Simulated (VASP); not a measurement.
# AlCo (WC type) (P-6m2) in VASP: notebook

AlCo (WC type) is run at these levels: PBE; tasks: single point, relaxation of shape and atoms at fixed volume.

Everything below comes from runs of VASP 6.6.1. Logs are shortened: lines on timing, memory, paths and dates and some standing lists are left out, and cuts for length are marked.

**1. The cell of the first run**

It takes space group P-6m2 (No. 187, hexagonal). Conventional cell: a = 2.509 Å, b = 2.509 Å, c = 3.588 Å, α = 90.00°, β = 90.00°, γ = 120.00°. Within 3.0 Å of Co (site symmetry -6m2) lie 6 Al at 2.31 Å and 6 Co at 2.51 Å. Within 3.0 Å of Al (site symmetry -6m2) lie 6 Co at 2.31 Å and 6 Al at 2.51 Å.

**2. Single point, PBE (9.78 Å³/atom)**

Contents of INCAR:

```
PREC = Accurate ; ENCUT = 520
EDIFF = 1E-6 ; ISMEAR = -1
SIGMA = 0.1 ; LREAL = False
LASPH = True ; NELM = 80
ALGO = Normal ; ISIF = 2
LWAVE = False ; LCHARG = False
GGA = PE ; NBANDS = 13
```

Contents of KPOINTS:

```
regular mesh
0
Gamma
  15 15 14
```

Contents of POSCAR:

```
AlCo
1.0
    2.5085957279      0.0000000000      0.0000000000
   -1.2542978640      2.1725076282      0.0000000000
    0.0000000000      0.0000000000      3.5882017575
Co Al
1 1
Direct
    0.0000000000      0.0000000000      0.0000000000
    0.3333333333      0.6666666667      0.5000000000
```

Potentials or basis: VASP PAW PBE potentials, release 64 (Co, Al).

The run is started by

```bash
$ cat potpaw_PBE.64/Co/POTCAR potpaw_PBE.64/Al/POTCAR > POTCAR
$ mpirun -np 1 vasp_std > vasp.out
```

OUTCAR:

```text
PREC = Accurate
   ENCUT = 520
   EDIFF = 1E-6
   ISMEAR = -1
   LREAL = False
   LASPH = True
   NELM = 80
   ISIF = 2
   GGA = PE

 ion  position               nearest neighbor table
   1  0.000  0.000  0.000-   2 2.31   2 2.31   2 2.31   2 2.31   2 2.31   2 2.31
   2  0.333  0.667  0.500-   1 2.31   1 2.31   1 2.31   1 2.31   1 2.31   1 2.31

  LATTYP: Found a hexagonal cell.
 ALAT       =     2.5085957279
 C/A-ratio  =     1.4303626996

  Lattice vectors:

 A1 = (   2.5085957279,   0.0000000000,   0.0000000000)
 A2 = (  -1.2542978640,   2.1725076282,   0.0000000000)
 A3 = (   0.0000000000,   0.0000000000,   3.5882017575)

Analysis of symmetry for initial positions (statically):
=====================================================================
 Subroutine PRICEL returns:
 Original cell was already a primitive cell.

 Routine SETGRP: Setting up the symmetry group for a
 hexagonal supercell.

 Subroutine GETGRP returns: Found 12 space group operations
 (whereof 12 operations were pure point group operations)
 out of a pool of 24 trial point group operations.

The static configuration has the point symmetry D_3h.

Analysis of symmetry for dynamics (positions and initial velocities):
=====================================================================
 Subroutine PRICEL returns:
 Original cell was already a primitive cell.

 Routine SETGRP: Setting up the symmetry group for a
 hexagonal supercell.

 Subroutine GETGRP returns: Found 12 space group operations
 (whereof 12 operations were pure point group operations)
 out of a pool of 24 trial point group operations.

The dynamic configuration has the point symmetry D_3h.

 Subroutine INISYM returns: Found 12 space group operations
 (whereof 12 operations are pure point group operations),
 and found     1 'primitive' translations

----------------------------------------------------------------------------------------

                                     Primitive cell

  volume of cell :      19.5555

  direct lattice vectors                    reciprocal lattice vectors
     2.508595728  0.000000000  0.000000000     0.398629396  0.230148789  0.000000000
    -1.254297864  2.172507628  0.000000000     0.000000000  0.460297578  0.000000000
     0.000000000  0.000000000  3.588201757     0.000000000  0.000000000  0.278691129

  length of vectors
     2.508595728  2.508595728  3.588201757     0.460297578  0.460297578  0.278691129

  position of ions in fractional coordinates (direct lattice)
     0.000000000  0.000000000  0.000000000
     0.333333333  0.666666667  0.500000000

  ion indices of the primitive-cell ions
   primitive index   ion index
                 1           1
                 2           2

----------------------------------------------------------------------------------------

 KPOINTS: regular mesh

Automatic generation of k-mesh.
 Grid dimensions read from file:
 generate k-points for:   15   15   14

 Generating k-lattice:

  Cartesian coordinates                     Fractional coordinates (reciprocal lattice)
     0.026575293  0.015343253  0.000000000     0.066666667  0.000000000  0.000000000
     0.000000000  0.030686505  0.000000000     0.000000000  0.066666667  0.000000000
     0.000000000  0.000000000  0.019906509     0.000000000  0.000000000  0.071428571

  Length of vectors
     0.030686505  0.030686505  0.019906509

  Shift w.r.t. Gamma in fractional coordinates (k-lattice)
     0.000000000  0.000000000  0.000000000

 Subroutine IBZKPT returns following result:
 ===========================================

 Found    216 irreducible k-points:

 Following reciprocal coordinates:
            Coordinates               Weight
  0.000000  0.000000  0.000000      1.000000
  0.066667 -0.000000  0.000000      6.000000
  0.133333 -0.000000  0.000000      6.000000
  0.200000 -0.000000  0.000000      6.000000
  0.266667 -0.000000  0.000000      6.000000
  0.333333 -0.000000  0.000000      6.000000
[... 16 lines left out ...]
  0.333333  0.200000  0.000000     12.000000
  0.400000  0.200000  0.000000      6.000000
 [... further k-points ...]
   k-points           NKPTS =    216   k-points in BZ     NKDIM =    216   number of bands    NBANDS=     13
   number of dos      NEDOS =    301   number of ions     NIONS =      2
   total plane-waves  NPLWV =  11200
   dimension x,y,z NGX =    20 NGY =   20 NGZ =   28
   dimension x,y,z NGXF=    40 NGYF=   40 NGZF=   56
   ions per type =               1   1
   NGX,Y,Z   is equivalent  to a cutoff of  13.25, 13.25, 12.97 a.u.
   NGXF,Y,Z  is equivalent  to a cutoff of  26.51, 26.51, 25.95 a.u.
 SYSTEM =  unknown system
   PREC   = accura    normal or accurate (medium, high low for compatibility)
   ISTART =      0    job   : 0-new  1-cont  2-samecut
   ICHARG =      2    charge: 1-file 2-atom 10-const
   ISPIN  =      1    spin polarized calculation?
   LNONCOLLINEAR =      F non collinear calculations
   LSORBIT =      F    spin-orbit coupling
   LASPH  =      T    aspherical Exc in radial PAW
   ENCUT  =  520.0 eV  38.22 Ry    6.18 a.u.   4.66  4.66  6.67*2*pi/ulx,y,z
   NELM   =     80;   NELMIN=  2; NELMDL= -5     # of ELM steps
   EDIFF  = 0.1E-05   stopping-criterion for ELM
   LREAL  =      F    real-space projection
   EDIFFG = 0.1E-04   stopping-criterion for IOM
   NSW    =      0    number of steps for IOM
   IBRION =     -1    ionic relax: 0-MD 1-quasi-New 2-CG
   NFREE  =      0    steps in history (QN), initial steepest desc. (CG)
   ISIF   =      2    stress and relaxation
   ISYM   =      2    0-nonsym 1-usesym 2-fastsym
   POTIM  = 0.5000    time-step for ionic-motion
   TEBEG  =    0.0;   TEEND  =   0.0 temperature during run
   PSTRESS=    0.0 pullay stress
   NELECT =      12.0000    total number of electrons
   NUPDOWN=      -1.0000    fix difference up-down
   EMIN   =  10.00;   EMAX   =-10.00  energy-range for DOS
   EFERMI =   0.00;   METHOD = LEGACY
   ISMEAR =    -1;   SIGMA  =   0.10  broadening in eV -4-tet -1-fermi 0-gaus
   EFERMI_NEDOS =   21; number of points for ismear=-14 and -15
   IALGO  =     38    algorithm
   IMIX   =      4    mixing-type and parameters
     AMIX     =   0.40;   BMIX     =  1.00
     AMIX_MAG =   1.60;   BMIX_MAG =  1.00
  volume/ion in A,a.u.               =       9.78        65.98
  Fermi-wavevector in a.u.,A,eV,Ry     =   1.391166  2.628923 26.331939  1.935343
  Thomas-Fermi vector in A             =   2.515031
   LORBIT       =      0    0 simple, 1 ext, 2 COOP (PROOUT), +10 PAW based schemes
   GGA     = PE    functional components
   LHFCALC =     F    Hartree Fock is set to
   AEXX    =    0.0000 exact exchange contribution
   IVDW    =     0    specifies the selected vdW correction
   LEPSILON=     F    determine dielectric tensor
   LRPA    =     F    only Hartree local field effects (RPA)
 non-spin polarized calculation
  energy-cutoff  :      520.00
  volume of cell :       19.56
 maximum number of plane-waves:       553
 NGX is ok and might be reduce to    20
   NGX =  9   NGY =  9   NGZ = 13

 number of electron      12.0000010 magnetization

 Free energy of the ion-electron system (eV)
  ---------------------------------------------------
  ext. energy  EPLUGINS =         0.00000000
  ---------------------------------------------------
  free energy    TOTEN  =       -10.74646801 eV

  energy without entropy =      -10.69679596  energy(sigma->0) =      -10.72163199

 E-fermi :  12.8908     XC(G=0): -13.1137

 val. band max:       12.8798313894   @ k =   0.3333   0.0667   0.5000
 cond. band min:      12.8961709698   @ k =   0.4667  -0.0000   0.2857
 fundamental gap:      0.0163395804
 Fermi energy:        12.8907876056

 k-point     1 :       0.0000    0.0000    0.0000
  band No.  band energies     occupation
      1       0.5617      2.00000
      2       8.5324      2.00000
      3      11.0663      2.00000
      4      11.0663      2.00000
      5      11.2192      2.00000
      6      12.1971      1.99806
      7      12.1971      1.99806
      8      17.2729      0.00000
      9      27.8935      0.00000
     10      27.8935      0.00000
     11      31.5713      0.00000
     12      31.6288      0.00000
     13      31.6288      0.00000

 k-point     2 :       0.0667   -0.0000    0.0000
  band No.  band energies     occupation
      1       0.7040      2.00000
      2       8.6254      2.00000
      3      10.9027      2.00000
      4      10.9922      2.00000
      5      11.1408      2.00000
      6      12.1742      1.99846
      7      12.6129      1.88308
      8      17.3102      0.00000
      9      26.3641      0.00000
     10      27.3751      0.00000
     11      30.4301      0.00000
     12      32.3249      0.00000
     13      33.4847      0.00000

 k-point     3 :       0.1333   -0.0000    0.0000
  band No.  band energies     occupation
      1       1.1269      2.00000
      2       8.8805      2.00000
      3      10.4224      2.00000
      4      10.7944      2.00000
      5      11.3565      2.00000
      6      12.1098      1.99919
      7      13.3896      0.01355
      8      17.4183      0.00000
      9      23.7523      0.00000
     10      26.3693      0.00000
     11      29.3886      0.00000
     12      32.5896      0.00000
     13      33.8488      0.00000

 k-point     4 :       0.2000   -0.0000    0.0000
  band No.  band energies     occupation
      1       1.8184      2.00000
      2       9.2095      2.00000
      3       9.9984      2.00000
      4      10.5482      2.00000
      5      11.6892      1.99999
      6      12.0158      1.99968
      7      14.3016      0.00000
      8      17.5680      0.00000
      9      21.2117      0.00000
     10      25.3389      0.00000
     11      28.3707      0.00000
     12      30.2496      0.00000
     13      34.6954      0.00000

 k-point     5 :       0.2667   -0.0000    0.0000
  band No.  band energies     occupation
      1       2.7566      2.00000
      2       9.4164      2.00000
      3       9.6596      2.00000
      4      10.3849      2.00000
      5      11.9092      1.99989
      6      12.0970      1.99929
      7      15.3076      0.00000
      8      17.4883      0.00000
      9      19.2823      0.00000
     10      24.4148      0.00000
     11      27.4126      0.00000
     12      28.0090      0.00000
     13      33.8396      0.00000
[... 257 lines left out ...]
 k-point    22 :       0.2667    0.2000    0.0000
  band No.  band energies     occupation
      1       5.3554      2.00000
      2       9.4085      2.00000
      3       9.5049      2.00000
      4       9.9809      2.00000
      5      11.1851      2.00000
      6      12.9779      0.58985
      7      15.9512      0.00000
      8      17.4788      0.00000
      9      18.0166      0.00000
     10      21.3783      0.00000
     11      25.6363      0.00000
     12      27.5332      0.00000
     13      28.7611      0.00000

 k-point    23 :       0.3333    0.2000    0.0000
  band No.  band energies     occupation
      1       6.6064      2.00000
      2       9.1151      2.00000
      3       9.5204      2.00000
      4       9.6486      2.00000
      5      10.9799      2.00000
      6      13.1211      0.18180
      7      15.0654      0.00000
      8      17.1882      0.00000
      9      19.1627      0.00000
     10      22.1618      0.00000
     11      24.0997      0.00000
     12      27.0474      0.00000
     13      27.0609      0.00000

 k-point    24 :       0.4000    0.2000    0.0000
  band No.  band energies     occupation
      1       7.4126      2.00000
      2       8.7048      2.00000
      3       9.4531      2.00000
      4       9.5346      2.00000
      5      10.9002      2.00000
      6      13.1599      0.12701
      7      14.7843      0.00000
      8      17.0783      0.00000
      9      19.7718      0.00000
     10      22.7054      0.00000
     11      23.3401      0.00000
     12      26.1929      0.00000
     13      26.9245      0.00000

 [... further k-points ...]

------------------------ aborting loop because EDIFF is reached ----------------------------------------

  FORCE on cell =-STRESS in cart. coord.  units (eV):
  Direction    XX          YY          ZZ          XY          YZ          ZX
  --------------------------------------------------------------------------------------
  -------------------------------------------------------------------------------------
  Total        6.9787101      6.9787101      6.9369985     -0.0000000      0.0000000      0.0000000
  in kB      571.7641173    571.7641173    568.3466953     -0.0000000      0.0000000      0.0000000
  external PRESSURE =     570.6249766 kB  Pullay stress =       0.0000000 kB

 VOLUME and BASIS-vectors are now :
 -----------------------------------------------------------------------------
  energy-cutoff  :      520.00
  volume of cell :       19.56
      direct lattice vectors                 reciprocal lattice vectors
     2.508595728  0.000000000  0.000000000     0.398629396  0.230148789  0.000000000
    -1.254297864  2.172507628  0.000000000     0.000000000  0.460297578  0.000000000
     0.000000000  0.000000000  3.588201757     0.000000000  0.000000000  0.278691129

 POSITION                                       TOTAL-FORCE (eV/Angst)
 -----------------------------------------------------------------------------------
      0.00000      0.00000      0.00000         0.000000      0.000000      0.000000
     -0.00000      1.44834      1.79410        -0.000000      0.000000      0.000000
 -----------------------------------------------------------------------------------
    total drift:                                0.000000     -0.000000      0.000000

  FREE ENERGIE OF THE ION-ELECTRON SYSTEM (eV)
  ---------------------------------------------------
  free  energy   TOTEN  =       -10.7464680104 eV

  energy  without entropy=      -10.6967959610  energy(sigma->0) =      -10.72163199
```

Run time: 60 s. Hardware: 1 thread of Intel Xeon 6455B, shared host; peak memory 0.18 GiB.

What came out:

```
Free energy            : -10.7465 eV
Pressure               : 57.1 GPa
Band gap on the k mesh : zero (bands 6 and 7 overlap by 1.97 eV)
```

Levels at points of the mesh, in eV from the Fermi level:
| k point | band 4 | band 5 | band 6 | band 7 | band 8 | band 9 |
| --- | --- | --- | --- | --- | --- | --- |
| (0.00, 0.00, 0.00) | -1.82 | -1.67 | -0.69 | -0.69 | 4.38 | 15.00 |
| (0.00, 0.00, 0.50) | -1.82 | -1.82 | -0.81 | -0.81 | 10.96 | 16.26 |

Caveat: the cell stands under pressure; the run has no spin polarisation, though such a crystal can be magnetic.

**3. Single point, PBE (10.76 Å³/atom)**

This run uses another cell than the first one, of 10.76 Å³/atom.

INCAR, as its differences from that of step 2:

```diff
@@ -3,3 +3,3 @@
 SIGMA = 0.1 ; LREAL = False
-LASPH = True ; NELM = 80
+LASPH = True ; NELM = 100
 ALGO = Normal ; ISIF = 2
```

KPOINTS is that of step 2.

Contents of POSCAR:

```
AlCo
1.0
    2.5988864495      0.0000000000      0.0000000000
   -1.2994432248      2.2507016868      0.0000000000
    0.0000000000      0.0000000000      3.6775305310
Co Al
1 1
Direct
    0.0000000000      0.0000000000      0.0000000000
    0.3333333333      0.6666666667      0.5000000000
```

Potentials or basis: VASP PAW PBE potentials, release 64 (Co, Al).

The run is started by

```bash
$ cat potpaw_PBE.64/Co/POTCAR potpaw_PBE.64/Al/POTCAR > POTCAR
$ mpirun -np 1 vasp_std > vasp.out
```

OUTCAR:

```text
PREC = Accurate
   ENCUT = 520
   EDIFF = 1E-6
   ISMEAR = -1
   LREAL = False
   LASPH = True
   NELM = 100
   ISIF = 2
   GGA = PE

 ion  position               nearest neighbor table
   1  0.000  0.000  0.000-   2 2.37   2 2.37   2 2.37   2 2.37   2 2.37   2 2.37
   2  0.333  0.667  0.500-   1 2.37   1 2.37   1 2.37   1 2.37   1 2.37   1 2.37

  LATTYP: Found a hexagonal cell.
 ALAT       =     2.5988864495
 C/A-ratio  =     1.4150408656

  Lattice vectors:

 A1 = (   2.5988864495,   0.0000000000,   0.0000000000)
 A2 = (  -1.2994432248,   2.2507016868,   0.0000000000)
 A3 = (   0.0000000000,   0.0000000000,   3.6775305310)

Analysis of symmetry for initial positions (statically):
=====================================================================
 Subroutine PRICEL returns:
 Original cell was already a primitive cell.

 Routine SETGRP: Setting up the symmetry group for a
 hexagonal supercell.

 Subroutine GETGRP returns: Found 12 space group operations
 (whereof 12 operations were pure point group operations)
 out of a pool of 24 trial point group operations.

The static configuration has the point symmetry D_3h.
[... 173 lines left out ...]
      4       9.8518      2.00000
      5      10.0050      2.00000
      6      10.8187      1.99561
      7      10.8187      1.99561
      8      15.5795      0.00000
      9      25.6812      0.00000
     10      25.6812      0.00000
     11      28.4993      0.00000
     12      28.4993      0.00000
     13      29.1995      0.00000
[... 354 lines left out ...]
  band No.  band energies     occupation
      1       6.3788      2.00000
      2       7.4995      2.00000
      3       8.4266      2.00000
      4       8.5163      2.00000
      5       9.7144      2.00000
      6      11.6681      0.17032
      7      13.0584      0.00000
      8      15.2070      0.00000
      9      18.0555      0.00000
     10      20.6399      0.00000
     11      21.1954      0.00000
     12      23.7600      0.00000
     13      24.7870      0.00000

 [... further k-points ...]

------------------------ aborting loop because EDIFF is reached ----------------------------------------

  FORCE on cell =-STRESS in cart. coord.  units (eV):
  Direction    XX          YY          ZZ          XY          YZ          ZX
  --------------------------------------------------------------------------------------
  -------------------------------------------------------------------------------------
  Total        3.5719515      3.5719515      3.5133739     -0.0000000      0.0000000      0.0000000
  in kB      266.0446948    266.0446948    261.6817424     -0.0000000      0.0000000      0.0000000
  external PRESSURE =     264.5903773 kB  Pullay stress =       0.0000000 kB

 VOLUME and BASIS-vectors are now :
 -----------------------------------------------------------------------------
  energy-cutoff  :      520.00
  volume of cell :       21.51
      direct lattice vectors                 reciprocal lattice vectors
     2.598886450  0.000000000  0.000000000     0.384780182  0.222152941  0.000000000
    -1.299443225  2.250701687  0.000000000     0.000000000  0.444305883  0.000000000
     0.000000000  0.000000000  3.677530531     0.000000000  0.000000000  0.271921604

 POSITION                                       TOTAL-FORCE (eV/Angst)
 -----------------------------------------------------------------------------------
      0.00000      0.00000      0.00000         0.000000      0.000000      0.000000
     -0.00000      1.50047      1.83877        -0.000000      0.000000      0.000000
 -----------------------------------------------------------------------------------
    total drift:                                0.000000     -0.000000      0.000000

  FREE ENERGIE OF THE ION-ELECTRON SYSTEM (eV)
  ---------------------------------------------------
  free  energy   TOTEN  =       -11.2425549171 eV

  energy  without entropy=      -11.1864617404  energy(sigma->0) =      -11.21450833
```

stdout:

```text
POSCAR found type information on POSCAR CoAl
 POSCAR found :  2 types and       2 ions
 scaLAPACK will be used
 LDA part: xc-table for (Slater+PW92), standard interpolation
 POSCAR, INCAR and KPOINTS ok, starting setup
 FFT: planning ... GRIDC
 FFT: planning ... GRID_SOFT
 FFT: planning ... GRID
 WAVECAR not read
 entering main loop
```

Wall time 54 s (1 thread of Intel Xeon 6455B, shared host); peak memory 0.19 GiB.

Results:

```
Free energy            : -11.2426 eV
Pressure               : 26.5 GPa
Band gap on the k mesh : zero (bands 6 and 7 overlap by 1.82 eV)
```

Stress tensor (GPa, compression positive):
```
26.60  0.00  0.00
 0.00 26.60  0.00
 0.00  0.00 26.17
```

Levels at points of the mesh, in eV from the Fermi level:
```tsv
k point	band 4	band 5	band 6	band 7	band 8	band 9
(0.00, 0.00, 0.00)	-1.58	-1.43	-0.61	-0.61	4.15	14.25
(0.00, 0.00, 0.50)	-1.57	-1.57	-0.72	-0.72	10.84	15.51
```

Caveat: the cell stands under pressure; the run has no spin polarisation, though such a crystal can be magnetic. Spin polarisation is off, so any magnetic state and its effect on volume and gap are missing.

(Continued in part 2 of 2.)
